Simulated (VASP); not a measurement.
# Hf (P6_3/mmc) in VASP: relaxation of cell and atoms with r2SCAN

Aim: the relaxation of cell and atoms of Hf with r2SCAN.

Program: VASP 6.6.1. These are calculated values, not measurements. Logs are shortened: lines on timing, memory, paths and dates and some standing lists are left out, and cuts for length are marked.

### 1 The cell of the first run

Symmetry: P6_3/mmc, No. 194, hexagonal system. Conventional cell: a = 3.181 Å, b = 3.181 Å, c = 10.236 Å, α = 90.00°, β = 90.00°, γ = 120.00°. Hf (site symmetry -3m) has 12 Hf at 3.15 to 3.18 Å within 4.1 Å. Within 4.1 Å of Hf (site symmetry -6m2) lie 12 Hf at 3.15 to 3.18 Å.

### 2 Relaxation of cell and atoms, r2SCAN

Input file POSCAR:

```
Hf
1.0
    3.1812904145      0.0000000000      0.0000000000
   -1.5906452073      2.7550783158      0.0000000000
    0.0000000000      0.0000000000     10.2359913037
Hf
4
Direct
    0.0000000000      0.0000000000      0.0000000000
    0.0000000000      0.0000000000      0.5000000000
    0.3333333333      0.6666666667      0.7500000000
    0.6666666667      0.3333333333      0.2500000000
```

Input file INCAR.step1:

```
SYSTEM = Hf
ALGO = Normal
EDIFF = 1E-5
EDIFFG = -0.005
ENCUT = 550
GGA = PE
GGA_COMPAT = .False.
IBRION = 2
ISIF = 3
ISMEAR = 0
KPAR = 4
LASPH = .True.
LCHARG = .False.
LREAL = .False.
LWAVE = .True.
NELM = 120
NELMIN = 4
NSW = 100
PREC = Accurate
SIGMA = 0.1
```

Input file INCAR.step2:

```
SYSTEM = Hf
ALGO = Normal
EDIFF = 1E-7
EDIFFG = -0.01
ENCUT = 550
GGA_COMPAT = .False.
IBRION = 2
ISIF = 3
ISMEAR = 0
ISTART = 1
KPAR = 4
LASPH = .True.
LCHARG = .False.
LMIXTAU = .True.
LREAL = .False.
LWAVE = .False.
METAGGA = R2SCAN
NELM = 120
NELMIN = 4
NSW = 100
PREC = Accurate
SIGMA = 0.1
```

Input file KPOINTS:

```
k-points
0
Gamma
  18 18 6
  0 0 0
```

Potentials or basis: VASP PAW PBE potentials, release 64 (Hf_pv).

Command:

```console
$ cat potpaw_PBE.64/Hf_pv/POTCAR > POTCAR
$ cp INCAR.step1 INCAR
$ mpirun -np 4 vasp_std > vasp.out
$ cp INCAR.step2 INCAR
$ mpirun -np 4 vasp_std > vasp.out
```

OUTCAR:

```text
SYSTEM = Hf
   EDIFF = 1E-7
   EDIFFG = -0.01
   ENCUT = 550
   IBRION = 2
   ISIF = 3
   ISMEAR = 0
   ISTART = 1
   LASPH = .True.
   LREAL = .False.
   METAGGA = R2SCAN
   NELM = 120
   NELMIN = 4
   NSW = 100
   PREC = Accurate

 ion  position               nearest neighbor table
   1  0.000  0.000  0.000-   3 3.15   4 3.15   4 3.15   3 3.15   4 3.15   3 3.15
   2  0.000  0.000  0.500-   3 3.15   4 3.15   4 3.15   3 3.15   4 3.15   3 3.15
   3  0.333  0.667  0.750-   1 3.15   2 3.15   1 3.15   2 3.15   1 3.15   2 3.15
   4  0.667  0.333  0.250-   1 3.15   2 3.15   1 3.15   2 3.15   1 3.15   2 3.15

  LATTYP: Found a hexagonal cell.
 ALAT       =     3.1812904145
 C/A-ratio  =     3.2175595340

  Lattice vectors:

 A1 = (   3.1812904145,   0.0000000000,   0.0000000000)
 A2 = (  -1.5906452073,   2.7550783158,   0.0000000000)
 A3 = (   0.0000000000,   0.0000000000,  10.2359913037)

Analysis of symmetry for initial positions (statically):
=====================================================================
 Subroutine PRICEL returns:
 Original cell was already a primitive cell.

 Routine SETGRP: Setting up the symmetry group for a
 hexagonal supercell.

 Subroutine GETGRP returns: Found 24 space group operations
 (whereof 12 operations were pure point group operations)
 out of a pool of 24 trial point group operations.

The static configuration has the point symmetry D_3d.
 The point group associated with its full space group is D_6h.

Analysis of symmetry for dynamics (positions and initial velocities):
=====================================================================
 Subroutine PRICEL returns:
 Original cell was already a primitive cell.

 Routine SETGRP: Setting up the symmetry group for a
 hexagonal supercell.

 Subroutine GETGRP returns: Found 24 space group operations
 (whereof 12 operations were pure point group operations)
 out of a pool of 24 trial point group operations.

The dynamic configuration has the point symmetry D_3d.
 The point group associated with its full space group is D_6h.

 Subroutine INISYM returns: Found 24 space group operations
 (whereof 12 operations are pure point group operations),
 and found     1 'primitive' translations

----------------------------------------------------------------------------------------

                                     Primitive cell

  volume of cell :      89.7154

  direct lattice vectors                    reciprocal lattice vectors
     3.181290414  0.000000000  0.000000000     0.314337853  0.181483044  0.000000000
    -1.590645207  2.755078316  0.000000000     0.000000000  0.362966089  0.000000000
     0.000000000  0.000000000 10.235991304     0.000000000  0.000000000  0.097694495

  length of vectors
     3.181290414  3.181290415 10.235991304     0.362966089  0.362966089  0.097694495

  position of ions in fractional coordinates (direct lattice)
     0.000000000  0.000000000  0.000000000
     0.000000000  0.000000000  0.500000000
     0.333333333  0.666666667  0.750000000
     0.666666667  0.333333333  0.250000000

  ion indices of the primitive-cell ions
   primitive index   ion index
                 1           1
                 2           2
                 3           3
                 4           4

----------------------------------------------------------------------------------------

 KPOINTS: k-points

Automatic generation of k-mesh.
 Grid dimensions read from file:
 generate k-points for:   18   18    6

 Generating k-lattice:

  Cartesian coordinates                     Fractional coordinates (reciprocal lattice)
     0.017463214  0.010082391  0.000000000     0.055555556  0.000000000  0.000000000
     0.000000000  0.020164783  0.000000000     0.000000000  0.055555556  0.000000000
     0.000000000  0.000000000  0.016282416     0.000000000  0.000000000  0.166666667

  Length of vectors
     0.020164783  0.020164783  0.016282416

  Shift w.r.t. Gamma in fractional coordinates (k-lattice)
     0.000000000  0.000000000  0.000000000

 Subroutine IBZKPT returns following result:
 ===========================================

 Found    148 irreducible k-points:

 Following reciprocal coordinates:
            Coordinates               Weight
  0.000000  0.000000  0.000000      1.000000
  0.055556 -0.000000  0.000000      6.000000
  0.111111 -0.000000  0.000000      6.000000
  0.166667 -0.000000  0.000000      6.000000
  0.222222 -0.000000  0.000000      6.000000
  0.277778  0.000000  0.000000      6.000000
[... 16 lines left out ...]
  0.333333  0.111111  0.000000     12.000000
  0.388889  0.111111  0.000000     12.000000
 [... further k-points ...]
   k-points           NKPTS =    148   k-points in BZ     NKDIM =    148   number of bands    NBANDS=     24
   number of dos      NEDOS =    301   number of ions     NIONS =      4
   total plane-waves  NPLWV =  46080
   dimension x,y,z NGX =    24 NGY =   24 NGZ =   80
   dimension x,y,z NGXF=    48 NGYF=   48 NGZF=  160
   ions per type =               4
   NGX,Y,Z   is equivalent  to a cutoff of  12.54, 12.54, 12.99 a.u.
   NGXF,Y,Z  is equivalent  to a cutoff of  25.08, 25.08, 25.99 a.u.
 SYSTEM =  Hf
   PREC   = accura    normal or accurate (medium, high low for compatibility)
   ISTART =      1    job   : 0-new  1-cont  2-samecut
   ICHARG =      0    charge: 1-file 2-atom 10-const
   ISPIN  =      1    spin polarized calculation?
   LNONCOLLINEAR =      F non collinear calculations
   LSORBIT =      F    spin-orbit coupling
   LASPH  =      T    aspherical Exc in radial PAW
   ENCUT  =  550.0 eV  40.42 Ry    6.36 a.u.   6.08  6.08 19.57*2*pi/ulx,y,z
   NELM   =    120;   NELMIN=  4; NELMDL=  0     # of ELM steps
   EDIFF  = 0.1E-06   stopping-criterion for ELM
   LREAL  =      F    real-space projection
   EDIFFG = -.1E-01   stopping-criterion for IOM
   NSW    =    100    number of steps for IOM
   IBRION =      2    ionic relax: 0-MD 1-quasi-New 2-CG
   NFREE  =      1    steps in history (QN), initial steepest desc. (CG)
   ISIF   =      3    stress and relaxation
   ISYM   =      2    0-nonsym 1-usesym 2-fastsym
   POTIM  = 0.5000    time-step for ionic-motion
   TEBEG  =    0.0;   TEEND  =   0.0 temperature during run
   PSTRESS=    0.0 pullay stress
   NELECT =      40.0000    total number of electrons
   NUPDOWN=      -1.0000    fix difference up-down
   EMIN   =  10.00;   EMAX   =-10.00  energy-range for DOS
   EFERMI =   0.00;   METHOD = LEGACY
   ISMEAR =     0;   SIGMA  =   0.10  broadening in eV -4-tet -1-fermi 0-gaus
   EFERMI_NEDOS =   21; number of points for ismear=-14 and -15
   IALGO  =     38    algorithm
   IMIX   =      4    mixing-type and parameters
     AMIX     =   0.40;   BMIX     =  1.00
     AMIX_MAG =   1.60;   BMIX_MAG =  1.00
  volume/ion in A,a.u.               =      22.43       151.36
  Fermi-wavevector in a.u.,A,eV,Ry     =   1.250660  2.363404 21.281543  1.564149
  Thomas-Fermi vector in A             =   2.384643
   LORBIT       =      0    0 simple, 1 ext, 2 COOP (PROOUT), +10 PAW based schemes
   METAGGA = R2SCAN    functional components
   LHFCALC =     F    Hartree Fock is set to
   AEXX    =    0.0000 exact exchange contribution
   IVDW    =     0    specifies the selected vdW correction
   LEPSILON=     F    determine dielectric tensor
   LRPA    =     F    only Hartree local field effects (RPA)
 conjugate gradient relaxation of ions
 non-spin polarized calculation
 Gauss-broadening in eV      SIGMA  =   0.10
  energy-cutoff  :      550.00
  volume of cell :       89.72
 maximum number of plane-waves:      2676
   NGX = 13   NGY = 13   NGZ = 39

--------------------------------------- Ionic step        1  -------------------------------------------

 number of electron      40.0000010 magnetization

 Free energy of the ion-electron system (eV)
  ---------------------------------------------------
  ext. energy  EPLUGINS =         0.00000000
  ---------------------------------------------------
  free energy    TOTEN  =      -180.39108729 eV

  energy without entropy =     -180.36942704  energy(sigma->0) =     -180.38025717

------------------------ aborting loop because EDIFF is reached ----------------------------------------

  FORCE on cell =-STRESS in cart. coord.  units (eV):
  Direction    XX          YY          ZZ          XY          YZ          ZX
  --------------------------------------------------------------------------------------
  -------------------------------------------------------------------------------------
  Total        0.1095343      0.1095343     -0.5171287     -0.0000000      0.0000000      0.0000000
  in kB        1.9561106      1.9561106     -9.2351102     -0.0000000      0.0000000      0.0000000
  external PRESSURE =      -1.7742964 kB  Pullay stress =       0.0000000 kB
[... 137 lines left out ...]
  energy  without entropy=     -180.3708226681  energy(sigma->0) =     -180.38176672

--------------------------------------- Ionic step        5  -------------------------------------------

 number of electron      40.0000009 magnetization

 Free energy of the ion-electron system (eV)
  ---------------------------------------------------
  ext. energy  EPLUGINS =         0.00000000
  ---------------------------------------------------
  free energy    TOTEN  =      -180.39278417 eV

  energy without entropy =     -180.37094814  energy(sigma->0) =     -180.38186615

 E-fermi :   4.7161     XC(G=0): -12.1620

 val. band max:        4.7153163527   @ k =   0.2222   0.1667   0.3333
 cond. band min:       4.7182197783   @ k =   0.2778   0.2222   0.1667
 fundamental gap:      0.0029034256
 Fermi energy:         4.7161401285

 k-point     1 :       0.0000    0.0000    0.0000
  band No.  band energies     occupation
      1     -27.3984      2.00000
      2     -26.9918      2.00000
      3     -26.9568      2.00000
      4     -26.6560      2.00000
      5     -26.6560      2.00000
      6     -26.6131      2.00000
[... 637 lines left out ...]
     23       5.6685      0.00000
     24       6.1368      0.00000

 [... further k-points ...]

------------------------ aborting loop because EDIFF is reached ----------------------------------------

  FORCE on cell =-STRESS in cart. coord.  units (eV):
  Direction    XX          YY          ZZ          XY          YZ          ZX
  --------------------------------------------------------------------------------------
  -------------------------------------------------------------------------------------
  Total       -0.0077005     -0.0077005     -0.0029663      0.0000000      0.0000000     -0.0000000
  in kB       -0.1377863     -0.1377863     -0.0530755      0.0000000      0.0000000     -0.0000000
  external PRESSURE =      -0.1095494 kB  Pullay stress =       0.0000000 kB
[... 19 lines left out ...]
  FREE ENERGIE OF THE ION-ELECTRON SYSTEM (eV)
  ---------------------------------------------------
  free  energy   TOTEN  =      -180.3927841685 eV

  energy  without entropy=     -180.3709481383  energy(sigma->0) =     -180.38186615

 reached required accuracy - stopping structural energy minimisation
```

Wall time 8.4 min (4 MPI ranks of Intel Xeon 6975P-C (Granite Rapids), shared host); peak memory 0.42 GiB.

What came out:

```
Free energy                           : -180.3928 eV
Relaxed volume                        : 22.39 Å³/atom
Relaxed cell                          : a = 3.187 Å, b = 3.187 Å, c = 10.177 Å, α = 90.00°, β = 90.00°, γ = 120.00°
Space group after relaxing (to 0.1 Å) : P6_3/mmc (No. 194)
Energy gained by relaxing             : 0.4 meV/atom
Ionic steps                           : 5
Pressure after relaxing               : 0.0 GPa
Band gap on the k mesh                : zero (bands 20 and 21 overlap by 1.91 eV)
```

Step by step:
| step | energy change (eV) | largest force (eV/Å) | pressure (GPa) | volume (Å³) |
| --- | --- | --- | --- | --- |
| 1 | 0.0000 | 0.0000 | -0.18 | 89.72 |
| 2 | -0.0016 | 0.0000 | 0.18 | 89.39 |
| 3 | -0.0016 | 0.0000 | 0.15 | 89.42 |
| 4 | -0.0016 | 0.0000 | -0.16 | 89.66 |
| 5 | -0.0017 | 0.0000 | -0.01 | 89.54 |

Final structure:
```cif
data_structure
_symmetry_space_group_name_H-M 'P 1'
_symmetry_Int_Tables_number 1
_cell_length_a 3.1874
_cell_length_b 3.1874
_cell_length_c 10.1771
_cell_angle_alpha 90.000
_cell_angle_beta 90.000
_cell_angle_gamma 120.000
_cell_volume 89.54
loop_
_atom_site_label
_atom_site_type_symbol
_atom_site_fract_x
_atom_site_fract_y
_atom_site_fract_z
_atom_site_occupancy
Hf1 Hf 0.00000 0.00000 0.00000 1
Hf2 Hf 0.00000 0.00000 0.50000 1
Hf3 Hf 0.33333 0.66667 0.75000 1
Hf4 Hf 0.66667 0.33333 0.25000 1
```

Caveat: the highest band is partly filled, so the run has too few bands; the PAW data sets were made with another functional, which shifts forces and pressure a little; spin-orbit coupling is left out, which moves the levels of the heavy elements.
